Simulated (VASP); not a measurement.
Runs of VASP 6.6.1 on NiO. The structure is that of space group Fm-3m (No. 225), or close to it. The cells are those of the table. 

```tsv
cell	gap on the mesh (eV)	pressure (GPa)	moment (μB)
a = 2.911 Å, angles 60.0°, 2 atoms	none	-0.3	1.20
a = 2.881 Å, angles 60.0°, 2 atoms	none	4.9	(b)
a = 2.939 Å, angles 60.0°, 2 atoms	none	-5.7	1.33
a = 2.968 Å, angles 60.0°, 2 atoms	none	-10.0	(a)
a = 2.851 Å, angles 60.0°, 2 atoms	none	13.4	(c)
```

Alike in all rows: task single point; level PBEsol; potentials or basis VASP PAW PBE potentials, release 64 (Ni, O); spin collinear, ferromagnetic start; k mesh 18 × 18 × 18; cutoff (eV) 520; smearing gaussian 0.1 eV.

Task: Estimate the missing entries.

Result: (a) 1.49; (b) 0.78; (c) 0.69.

Caveats: the PAW data sets were made with another functional, which shifts forces and pressure a little; a cell with one magnetic atom can't hold antiferromagnetic order, which such compounds often take; semilocal functionals often make such compounds metallic where correlation or magnetic order opens a gap, which also shifts bond lengths; the cell stands under pressure (at least some runs); the cell stands under tension (at least some runs).

A gap of «none» marks levels without a gap at the run's occupations.
